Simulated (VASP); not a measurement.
# LaC (P6_3/mmc) in VASP: a series of runs

The runs below take LaC through single point, with PBE, PBEsol, LDA, r2SCAN.

Program: VASP 6.6.1. These are calculated values, not measurements. Logs are shortened: lines on timing, memory, paths and dates and some standing lists are left out, and cuts for length are marked.

## Step 1: The cell of the first run

It takes space group P6_3/mmc (No. 194, hexagonal). The conventional cell has a = 4.246 Å, b = 4.246 Å, c = 5.876 Å, α = 90.00°, β = 90.00°, γ = 120.00°. Within 3.2 Å of La (site symmetry -6m2) lie 5 C at 2.45 to 2.94 Å. C (site symmetry -6m2) has 5 La at 2.45 to 2.94 Å within 3.2 Å.

## Step 2: Single point, PBE

Contents of INCAR:

```
  PREC = Accurate
  ENCUT = 520
  EDIFF = 1E-7
  ISMEAR = 0
  SIGMA = 0.05
  LREAL = False
  LASPH = True
  NELM = 60
  ALGO = Normal
  ISIF = 2
  LWAVE = False
  LCHARG = False
  GGA = PE
  NBANDS = 23
```

Contents of KPOINTS:

```
regular mesh
0
Gamma
  10 10 6
```

Contents of POSCAR:

```
LaC
1.0
    4.2461522391      0.0000000000      0.0000000000
   -2.1230761195      3.6772757074      0.0000000000
    0.0000000000      0.0000000000      5.8762440037
La C
2 2
Direct
    0.6666666667      0.3333333333      0.0625984941
    0.3333333333      0.6666666667      0.5625984941
    0.6666666667      0.3333333333      0.5626015059
    0.3333333333      0.6666666667      0.0626015059
```

Potentials or basis: VASP PAW PBE potentials, release 64 (La, C).

On the command line:

```console
cat potpaw_PBE.64/La/POTCAR potpaw_PBE.64/C/POTCAR > POTCAR
mpirun -np 1 vasp_std > vasp.out
```

OUTCAR:

```text
PREC = Accurate
   ENCUT = 520
   EDIFF = 1E-7
   ISMEAR = 0
   LREAL = False
   LASPH = True
   NELM = 60
   ISIF = 2
   GGA = PE

 ion  position               nearest neighbor table
   1  0.667  0.333  0.063-   4 2.45   4 2.45   4 2.45
   2  0.333  0.667  0.563-   3 2.45   3 2.45   3 2.45
   3  0.667  0.333  0.563-   2 2.45   2 2.45   2 2.45
   4  0.333  0.667  0.063-   1 2.45   1 2.45   1 2.45

  LATTYP: Found a hexagonal cell.
 ALAT       =     4.2461522391
 C/A-ratio  =     1.3838985681

  Lattice vectors:

 A1 = (   4.2461522391,   0.0000000000,   0.0000000000)
 A2 = (  -2.1230761195,   3.6772757074,   0.0000000000)
 A3 = (   0.0000000000,   0.0000000000,   5.8762440037)

Analysis of symmetry for initial positions (statically):
=====================================================================
 Subroutine PRICEL returns:
 Original cell was already a primitive cell.

 Routine SETGRP: Setting up the symmetry group for a
 hexagonal supercell.

 Subroutine GETGRP returns: Found 24 space group operations
 (whereof  6 operations were pure point group operations)
 out of a pool of 24 trial point group operations.

The static configuration has the point symmetry C_3v.
 The point group associated with its full space group is D_6h.

Analysis of symmetry for dynamics (positions and initial velocities):
=====================================================================
 Subroutine PRICEL returns:
 Original cell was already a primitive cell.

 Routine SETGRP: Setting up the symmetry group for a
 hexagonal supercell.

 Subroutine GETGRP returns: Found 24 space group operations
 (whereof  6 operations were pure point group operations)
 out of a pool of 24 trial point group operations.

The dynamic configuration has the point symmetry C_3v.
 The point group associated with its full space group is D_6h.

 Subroutine INISYM returns: Found 24 space group operations
 (whereof  6 operations are pure point group operations),
 and found     1 'primitive' translations

----------------------------------------------------------------------------------------

                                     Primitive cell

  volume of cell :      91.7533

  direct lattice vectors                    reciprocal lattice vectors
     4.246152239  0.000000000  0.000000000     0.235507336  0.135970224  0.000000000
    -2.123076119  3.677275707  0.000000000     0.000000000  0.271940447  0.000000000
     0.000000000  0.000000000  5.876244004     0.000000000  0.000000000  0.170176732

  length of vectors
     4.246152239  4.246152239  5.876244004     0.271940447  0.271940447  0.170176732

  position of ions in fractional coordinates (direct lattice)
     0.666666667  0.333333333  0.062598494
     0.333333333  0.666666667  0.562598494
     0.666666667  0.333333333  0.562601506
     0.333333333  0.666666667  0.062601506

  ion indices of the primitive-cell ions
   primitive index   ion index
                 1           1
                 2           2
                 3           3
                 4           4

----------------------------------------------------------------------------------------

 KPOINTS: regular mesh

Automatic generation of k-mesh.
 Grid dimensions read from file:
 generate k-points for:   10   10    6

 Generating k-lattice:

  Cartesian coordinates                     Fractional coordinates (reciprocal lattice)
     0.023550734  0.013597022  0.000000000     0.100000000  0.000000000  0.000000000
     0.000000000  0.027194045  0.000000000     0.000000000  0.100000000  0.000000000
     0.000000000  0.000000000  0.028362789     0.000000000  0.000000000  0.166666667

  Length of vectors
     0.027194045  0.027194045  0.028362789

  Shift w.r.t. Gamma in fractional coordinates (k-lattice)
     0.000000000  0.000000000  0.000000000

 Subroutine IBZKPT returns following result:
 ===========================================

 Found     56 irreducible k-points:

 Following reciprocal coordinates:
            Coordinates               Weight
  0.000000  0.000000  0.000000      1.000000
  0.100000  0.000000  0.000000      6.000000
  0.200000  0.000000  0.000000      6.000000
  0.300000 -0.000000  0.000000      6.000000
  0.400000  0.000000  0.000000      6.000000
  0.500000  0.000000  0.000000      3.000000
[... 16 lines left out ...]
  0.300000  0.100000  0.166667     24.000000
  0.400000  0.100000  0.166667     24.000000
 [... further k-points ...]
   k-points           NKPTS =     56   k-points in BZ     NKDIM =     56   number of bands    NBANDS=     23
   number of dos      NEDOS =    301   number of ions     NIONS =      4
   total plane-waves  NPLWV =  49152
   dimension x,y,z NGX =    32 NGY =   32 NGZ =   48
   dimension x,y,z NGXF=    64 NGYF=   64 NGZF=   96
   ions per type =               2   2
   NGX,Y,Z   is equivalent  to a cutoff of  12.53, 12.53, 13.58 a.u.
   NGXF,Y,Z  is equivalent  to a cutoff of  25.06, 25.06, 27.16 a.u.
 SYSTEM =  unknown system
   PREC   = accura    normal or accurate (medium, high low for compatibility)
   ISTART =      0    job   : 0-new  1-cont  2-samecut
   ICHARG =      2    charge: 1-file 2-atom 10-const
   ISPIN  =      1    spin polarized calculation?
   LNONCOLLINEAR =      F non collinear calculations
   LSORBIT =      F    spin-orbit coupling
   LASPH  =      T    aspherical Exc in radial PAW
   ENCUT  =  520.0 eV  38.22 Ry    6.18 a.u.   7.90  7.90 10.93*2*pi/ulx,y,z
   NELM   =     60;   NELMIN=  2; NELMDL= -5     # of ELM steps
   EDIFF  = 0.1E-06   stopping-criterion for ELM
   LREAL  =      F    real-space projection
   EDIFFG = 0.1E-05   stopping-criterion for IOM
   NSW    =      0    number of steps for IOM
   IBRION =     -1    ionic relax: 0-MD 1-quasi-New 2-CG
   NFREE  =      0    steps in history (QN), initial steepest desc. (CG)
   ISIF   =      2    stress and relaxation
   ISYM   =      2    0-nonsym 1-usesym 2-fastsym
   POTIM  = 0.5000    time-step for ionic-motion
   TEBEG  =    0.0;   TEEND  =   0.0 temperature during run
   PSTRESS=    0.0 pullay stress
   NELECT =      30.0000    total number of electrons
   NUPDOWN=      -1.0000    fix difference up-down
   EMIN   =  10.00;   EMAX   =-10.00  energy-range for DOS
   EFERMI =   0.00;   METHOD = LEGACY
   ISMEAR =     0;   SIGMA  =   0.05  broadening in eV -4-tet -1-fermi 0-gaus
   EFERMI_NEDOS =   21; number of points for ismear=-14 and -15
   IALGO  =     38    algorithm
   IMIX   =      4    mixing-type and parameters
     AMIX     =   0.40;   BMIX     =  1.00
     AMIX_MAG =   1.60;   BMIX_MAG =  1.00
  volume/ion in A,a.u.               =      22.94       154.80
  Fermi-wavevector in a.u.,A,eV,Ry     =   1.127824  2.131279 17.306438  1.271987
  Thomas-Fermi vector in A             =   2.264512
   LORBIT       =      0    0 simple, 1 ext, 2 COOP (PROOUT), +10 PAW based schemes
   GGA     = PE    functional components
   LHFCALC =     F    Hartree Fock is set to
   AEXX    =    0.0000 exact exchange contribution
   IVDW    =     0    specifies the selected vdW correction
   LEPSILON=     F    determine dielectric tensor
   LRPA    =     F    only Hartree local field effects (RPA)
 non-spin polarized calculation
 Gauss-broadening in eV      SIGMA  =   0.05
  energy-cutoff  :      520.00
  volume of cell :       91.75
 maximum number of plane-waves:      2494
 NGX is ok and might be reduce to    32
   NGX = 15   NGY = 15   NGZ = 21

 number of electron      30.0000001 magnetization

 Free energy of the ion-electron system (eV)
  ---------------------------------------------------
  ext. energy  EPLUGINS =         0.00000000
  ---------------------------------------------------
  free energy    TOTEN  =       -26.60419734 eV

  energy without entropy =      -26.60099116  energy(sigma->0) =      -26.60259425

 E-fermi :   6.0457     XC(G=0):  -9.5660

 val. band max:        6.0448477951   @ k =   0.2000   0.2000   0.3333
 cond. band min:       6.0569762480   @ k =   0.3000   0.1000   0.3333
 fundamental gap:      0.0121284529
 Fermi energy:         6.0457171127

 k-point     1 :       0.0000    0.0000    0.0000
  band No.  band energies     occupation
      1     -25.2272      2.00000
      2     -25.0525      2.00000
      3      -9.5520      2.00000
      4      -9.0144      2.00000
      5      -9.0144      2.00000
      6      -8.7543      2.00000
[... 15 lines left out ...]
     22       9.3913      0.00000
     23       9.3913      0.00000

 k-point     2 :       0.1000    0.0000    0.0000
  band No.  band energies     occupation
      1     -25.2194      2.00000
      2     -25.0522      2.00000
      3      -9.5242      2.00000
      4      -9.0946      2.00000
      5      -9.0369      2.00000
      6      -8.8440      2.00000
[... 15 lines left out ...]
     22       9.4204      0.00000
     23       9.4463      0.00000

 k-point     3 :       0.2000    0.0000    0.0000
  band No.  band energies     occupation
      1     -25.1982      2.00000
      2     -25.0524      2.00000
      3      -9.4452      2.00000
      4      -9.2937      2.00000
      5      -9.0928      2.00000
      6      -9.0621      2.00000
[... 15 lines left out ...]
     22       9.4898      0.00000
     23       9.5512      0.00000
[... 495 lines left out ...]
 k-point    23 :       0.3000    0.1000    0.1667
  band No.  band energies     occupation
      1     -25.1440      2.00000
      2     -25.0658      2.00000
      3      -9.6844      2.00000
      4      -9.5049      2.00000
      5      -9.1973      2.00000
      6      -9.1050      2.00000
[... 15 lines left out ...]
     22       9.5738      0.00000
     23       9.6594      0.00000

 k-point    24 :       0.4000    0.1000    0.1667
  band No.  band energies     occupation
      1     -25.1227      2.00000
      2     -25.0723      2.00000
      3      -9.7831      2.00000
      4      -9.6139      2.00000
      5      -9.2431      2.00000
      6      -9.0233      2.00000
[... 15 lines left out ...]
     22       9.5860      0.00000
     23       9.7117      0.00000

 [... further k-points ...]

------------------------ aborting loop because EDIFF is reached ----------------------------------------

  FORCE on cell =-STRESS in cart. coord.  units (eV):
  Direction    XX          YY          ZZ          XY          YZ          ZX
  --------------------------------------------------------------------------------------
  -------------------------------------------------------------------------------------
  Total       -0.0232515     -0.0232515     -0.0565460     -0.0000000     -0.0000000      0.0000000
  in kB       -0.4060137     -0.4060137     -0.9873957     -0.0000000     -0.0000000      0.0000000
  external PRESSURE =      -0.5998077 kB  Pullay stress =       0.0000000 kB

 VOLUME and BASIS-vectors are now :
 -----------------------------------------------------------------------------
  energy-cutoff  :      520.00
  volume of cell :       91.75
      direct lattice vectors                 reciprocal lattice vectors
     4.246152239  0.000000000  0.000000000     0.235507336  0.135970224  0.000000000
    -2.123076119  3.677275707  0.000000000     0.000000000  0.271940447  0.000000000
     0.000000000  0.000000000  5.876244004     0.000000000  0.000000000  0.170176732

 POSITION                                       TOTAL-FORCE (eV/Angst)
 -----------------------------------------------------------------------------------
      2.12308      1.22576      0.36784        -0.000000      0.000000     -0.000000
     -0.00000      2.45152      3.30597        -0.000000     -0.000000     -0.000000
      2.12308      1.22576      3.30598         0.000000     -0.000000      0.000000
     -0.00000      2.45152      0.36786        -0.000000     -0.000000     -0.000000
 -----------------------------------------------------------------------------------
    total drift:                                0.000000     -0.000000     -0.011792

  FREE ENERGIE OF THE ION-ELECTRON SYSTEM (eV)
  ---------------------------------------------------
  free  energy   TOTEN  =       -26.6041973396 eV

  energy  without entropy=      -26.6009911604  energy(sigma->0) =      -26.60259425
```

Wall time 58 s (1 thread of Intel Xeon 6975P-C (Granite Rapids), shared host); peak memory 0.29 GiB.

What came out:

```
Free energy            : -26.6042 eV
Pressure               : -0.1 GPa
Band gap on the k mesh : zero (bands 15 and 16 overlap by 1.82 eV)
```

Levels at points of the mesh, in eV from the Fermi level:
```tsv
k point	band 13	band 14	band 15	band 16	band 17	band 18
(0.00, 0.00, 0.00)	-1.21	-1.21	0.15	0.23	1.86	2.62
(0.50, 0.00, 0.00)	-0.58	-0.43	0.24	0.49	1.83	2.07
(0.00, 0.00, 0.50)	-1.55	-1.55	-1.11	-1.11	2.67	2.67
(0.50, 0.00, 0.50)	-0.75	-0.75	0.24	0.24	2.56	2.56
```

Caveat: spin-orbit coupling is left out, which moves the levels of the heavy elements.

## Step 3: Single point, PBEsol

Contents of INCAR:

```
  ALGO = Normal
  EDIFF = 1E-7
  ENCUT = 520
  GGA = PS
  ISIF = 2
  ISMEAR = 0
  LASPH = True
  LCHARG = False
  LREAL = False
  LWAVE = False
  NBANDS = 23
  NELM = 80
  PREC = Accurate
  SIGMA = 0.05
```

Contents of KPOINTS:

```
k-points
0
Gamma
  10 10 6
```

Contents of POSCAR:

```
LaC
1.0
    4.2461522391      0.0000000000      0.0000000000
   -2.1230761195      3.6772757074      0.0000000000
    0.0000000000      0.0000000000      5.8762440037
La C
2 2
Direct
    0.6666666667      0.3333333333      0.0626000000
    0.3333333333      0.6666666667      0.5626000000
    0.6666666667      0.3333333333      0.5626000000
    0.3333333333      0.6666666667      0.0626000000
```

Potentials or basis: VASP PAW PBE potentials, release 64 (La, C).

On the command line:

```console
cat potpaw_PBE.64/La/POTCAR potpaw_PBE.64/C/POTCAR > POTCAR
mpirun -np 1 vasp_std > vasp.out
```

Wall time 68 s (1 thread of Intel Xeon 6975P-C (Granite Rapids), shared host); peak memory 0.29 GiB.

The run converged. Its results:

```
Free energy            : -28.1583 eV
Pressure               : -2.8 GPa
Band gap on the k mesh : zero (bands 15 and 16 overlap by 1.78 eV)
```

Levels at points of the mesh, in eV from the Fermi level:
| k point | band 12 | band 13 | band 14 | band 15 | band 16 | band 17 | band 18 | band 19 |
| --- | --- | --- | --- | --- | --- | --- | --- | --- |
| (0.00, 0.00, 0.00) | -1.68 | -1.21 | -1.21 | 0.15 | 0.23 | 1.79 | 2.58 | 2.58 |
| (0.50, 0.00, 0.00) | -0.95 | -0.59 | -0.43 | 0.25 | 0.50 | 1.76 | 2.04 | 2.36 |
| (0.00, 0.00, 0.50) | -1.56 | -1.56 | -1.56 | -1.14 | -1.14 | 2.64 | 2.64 | 3.32 |
| (0.50, 0.00, 0.50) | -1.97 | -0.76 | -0.76 | 0.24 | 0.24 | 2.53 | 2.53 | 3.10 |

Caveat: the PAW data sets were made with another functional, which shifts forces and pressure a little; spin-orbit coupling is left out, which moves the levels of the heavy elements.

[end of part 1 of 2]
